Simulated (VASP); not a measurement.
Tl:

```xyz
1
Lattice="3.2689 0.0000 0.0000 -1.1559 3.1206 0.0000 -0.9215 -1.5637 3.1003" Properties=species:S:1:pos:R:3 pbc="T T T"
Tl   -0.5779    1.5603    0.0000
```

- Program: VASP 6.6.1
- Task: relaxation of cell and atoms
- Functional: PBE
- Potentials or basis: VASP PAW PBE potentials, release 64 (Tl_d)
- Cutoff: 600 eV
- k mesh: 6 × 6 × 6
- Occupations: gaussian, width 0.1 eV
- Spin: no spin polarisation

At the start: pressure 0.4 GPa; volume 31.63 Å³/atom.

**Question.** How do energy, volume and symmetry change on relaxing?

**Answer.** Over 11 steps the energy falls by 48.7 meV/atom and the volume is 31.26 Å³/atom (-1.1 %); space group Immm (No. 71, to 0.05 Å).

The path:
```csv
step,energy change (eV),largest force (eV/Å),pressure (GPa),volume (Å³)
1,0.0000,0.0000,0.43,31.63
2,-0.0234,0.0000,-0.29,32.00
3,-0.0371,0.0000,-0.81,32.35
4,-0.0377,0.0000,-0.91,32.45
5,-0.0377,0.0000,-0.89,32.42
6,-0.0428,0.0000,-0.19,31.45
7,-0.0431,0.0000,0.07,31.17
8,-0.0464,0.0000,0.27,30.90
9,-0.0476,0.0000,0.46,30.68
10,-0.0477,0.0000,0.57,30.59
11,-0.0487,0.0000,-0.10,31.26
```

Final structure:
```cif
data_structure
_symmetry_space_group_name_H-M 'P 1'
_symmetry_Int_Tables_number 1
_cell_length_a 3.4510
_cell_length_b 3.4463
_cell_length_c 3.4621
_cell_angle_alpha 111.782
_cell_angle_beta 102.238
_cell_angle_gamma 114.731
_cell_volume 31.26
loop_
_atom_site_label
_atom_site_type_symbol
_atom_site_fract_x
_atom_site_fract_y
_atom_site_fract_z
_atom_site_occupancy
Tl1 Tl 0.00000 0.50000 0.00000 1
```

Caveat: the k points lie up to 0.39 Å⁻¹ apart in the final cell.
